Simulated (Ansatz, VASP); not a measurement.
Two plane-wave programs on MgC2

INCAR

```
PREC = Accurate
ENCUT = 520
EDIFF = 1E-6
ISMEAR = 0
SIGMA = 0.01
LREAL = F
LASPH = T
NELM = 60
ALGO = Normal
ISIF = 2
LWAVE = F
LCHARG = F
GGA = RE
IVDW = 13
NBANDS = 19
```

Contents of KPOINTS:

```
Automatic mesh
0
Gamma
  7 7 6
```

Contents of POSCAR:

```
MgC2
1.0
    3.9242609192      0.0000000000      0.0000000000
    0.0000000000      3.9242609192      0.0000000000
    0.0000000000      0.0000000000      4.9536175955
Mg C
2 4
Direct
    0.0000000000      0.0000000000      0.5000000000
    0.5000000000      0.5000000000      0.0000000000
    0.3876550000      0.6123450000      0.5000000000
    0.6123450000      0.3876550000      0.5000000000
    0.8876550000      0.8876550000      0.0000000000
    0.1123450000      0.1123450000      0.0000000000
```

File input.yaml:

```yaml
crystal:
  lattice:
    - [3.9242609192, 0.0, 0.0]
    - [0.0, 3.9242609192, 0.0]
    - [0.0, 0.0, 4.9536175955]
  atoms:
    - { symbol: Mg, position: [0.0, 0.0, 0.5] }
    - { symbol: Mg, position: [0.5, 0.5, 0.0] }
    - { symbol: C, position: [0.387655, 0.612345, 0.5] }
    - { symbol: C, position: [0.612345, 0.387655, 0.5] }
    - { symbol: C, position: [0.887655, 0.887655, 0.0] }
    - { symbol: C, position: [0.112345, 0.112345, 0.0] }
hamiltonian:
  xc: revpbe
  pseudopotentials: { kind: paw }
  dispersion: d4
kpoints:
  mp_grid: { grid: [7, 7, 6] }
scf:
  occupations: { method: gaussian, width: 0.01 }
output:
  forces: true
  stress: true
  eigenvalues: true
```

Alike in both runs: task single point; functional revPBE; dispersion D4; k mesh 7 × 7 × 6; occupations gaussian, width 0.01 eV; no spin polarisation.

|  | VASP | Ansatz |
| --- | --- | --- |
| version | VASP 6.6.1 | Ansatz 0.2.0 |
| potentials or method | VASP PAW PBE potentials, release 64 (Mg, C) | Ansatz PAW |
| plane-wave cutoff (eV) | 520 | 420 |
| valence electrons in the cell | 20 | 36 |

```csv
,VASP,Ansatz,Ansatz less VASP
gap on the k mesh at the Fermi level (eV),2.60,2.60,0.000
least direct gap on the mesh (eV),2.99,2.98,-0.005
pressure (GPa),4.6,4.7,+0.10
"traceless stress, the component that is largest in VASP (GPa)",0.47,0.67,+0.202
rms of the force components (eV/Å),0.447,0.369,-0.0782
```

VASP's potentials were made for PBE, not for revPBE. Atom by atom the forces differ by 0.078 eV/Å (rms over components). VASP's potentials hold 20 valence electrons a cell and Ansatz's 36, so a difference there can come from the potentials and not from the codes.

Noted on Ansatz's run: odd divisions of the mesh miss points on the zone boundary, where band edges often lie, so the gap on the mesh can be too wide.
